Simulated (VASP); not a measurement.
Input of a VASP 6.6.1 run:

Contents of INCAR:

```
  PREC = Accurate
  ENCUT = 520
  EDIFF = 1E-6
  ISMEAR = -1
  SIGMA = 0.05
  LREAL = False
  LASPH = True
  NELM = 100
  ALGO = Normal
  ISIF = 2
  LWAVE = False
  LCHARG = True
  GGA = PE
  LELF = True
  LVHAR = True
  NBANDS = 22
```

The input KPOINTS:

```
regular mesh
0
Gamma
  7 7 4
```

Contents of POSCAR:

```
Cl
1.0
    3.1238919815     -2.2348988739      0.0000000000
    3.1238919815      2.2348988739      0.0000000000
    0.0000000000      0.0000000000      8.1548976686
Cl
4
Direct
    0.3700000000      0.6300000000      0.4000000000
    0.1300000000      0.8700000000      0.9000000000
    0.6300000000      0.3700000000      0.6000000000
    0.8700000000      0.1300000000      0.1000000000
```

Potentials or basis: VASP PAW PBE potentials, release 64 (Cl).

The run is started by

```bash
$ cat potpaw_PBE.64/Cl/POTCAR > POTCAR
$ mpirun -np 1 vasp_std > vasp.out
```

(1) What does it give for the band gap on the k mesh?

(2) Estimate the pressure.

(3) What does it give for the largest force?

Answers

(1) 2.62 eV, indirect (least direct gap 2.67 eV).

(2) 0.9 GPa.

(3) 0.119 eV/Å.
